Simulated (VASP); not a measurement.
**Hf: single point with PBEsol**

The system is Hf.

```
Hf
1.0
     3.14808    0.00000    0.00000
    -1.57404    2.72631    0.00000
     0.00000    0.00000    5.04982
Hf
2
Direct
  0.33333 0.66667 0.25000
  0.66667 0.33333 0.75000
```

```yaml
Program: VASP 6.6.1
Task: single point
Functional: PBEsol
Potentials_or_basis: VASP PAW PBE potentials, release 64 (Hf_pv)
Cutoff: 520 eV
k_mesh: 7 × 7 × 4
Occupations: methfessel-paxton, width 0.02 eV
Spin: no spin polarisation
```

```json
{"Pressure": "-0.4 GPa", "Band gap on the k mesh": "zero (band 10 reaches 6.18 eV, above the bottom of band 11 at 4.81 eV)"}
```

Stress tensor (GPa, compression positive):
```
-0.32  0.00  0.00
 0.00 -0.32  0.00
 0.00  0.00 -0.44
```

Levels at points of the mesh, in eV from the Fermi level:
```tsv
k point	band 7	band 8	band 9	band 10	band 11	band 12	band 13	band 14
(0.00, 0.00, 0.00)	-7.57	-3.93	0.60	1.12	1.12	1.25	1.94	1.94
(0.00, 0.00, 0.50)	-5.58	-5.58	0.00	0.00	1.03	1.03	1.03	1.03
```

Wall time 11 s on 1 thread of AMD EPYC 9R45 96-Core Processor (Zen 5), on a shared host, peak memory 0.13 GiB.

Caveat: the PAW data sets were made with another functional, which shifts forces and pressure a little; spin-orbit coupling is left out, which moves the levels of the heavy elements.
